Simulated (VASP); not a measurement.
A run of VASP 6.6.1:

File INCAR:

```
PREC = Accurate
ENCUT = 520
EDIFF = 1E-7
ISMEAR = 0
SIGMA = 0.05
LREAL = False
LASPH = True
NELM = 80
ALGO = Normal
ISIF = 2
LWAVE = False
LCHARG = True
GGA = PS
LELF = True
LVHAR = True
NBANDS = 26
```

The input KPOINTS:

```
Automatic mesh
0
Gamma
  6 6 6
```

The input POSCAR:

```
MgO
1.0
    4.2149416169      0.0000000000      0.0000000000
    0.0000000000     -4.2149416169      0.0000000000
    0.0000000000      0.0000000000     -4.2149416169
Mg O
4 4
Direct
   -0.0355655312      0.0355655312      0.0754458849
    0.5000000000      0.5000000000      0.0000000000
    0.5000000000      0.0000000000      0.5000000000
    0.0000000000      0.5000000000      0.5000000000
    0.5000000000      0.0000000000      0.0000000000
    0.0000000000      0.5000000000      0.0000000000
    0.0000000000      0.0000000000      0.5000000000
    0.5000000000      0.5000000000      0.5000000000
```

Potentials or basis: VASP PAW PBE potentials, release 64 (Mg, O).

Launch:

```bash
$ cat potpaw_PBE.64/Mg/POTCAR potpaw_PBE.64/O/POTCAR > POTCAR
$ mpirun -np 1 vasp_std > vasp.out
```

Hardware: 1 thread of Intel(R) Xeon(R) 6975P-C (Granite Rapids) (shared host).

Question: How long does it take, and how much memory?

Answer: It took 52 s on 1 thread of Intel(R) Xeon(R) 6975P-C (Granite Rapids), on a shared host, peak memory 0.23 GiB. Counts: scf iterations 14, k points 68.
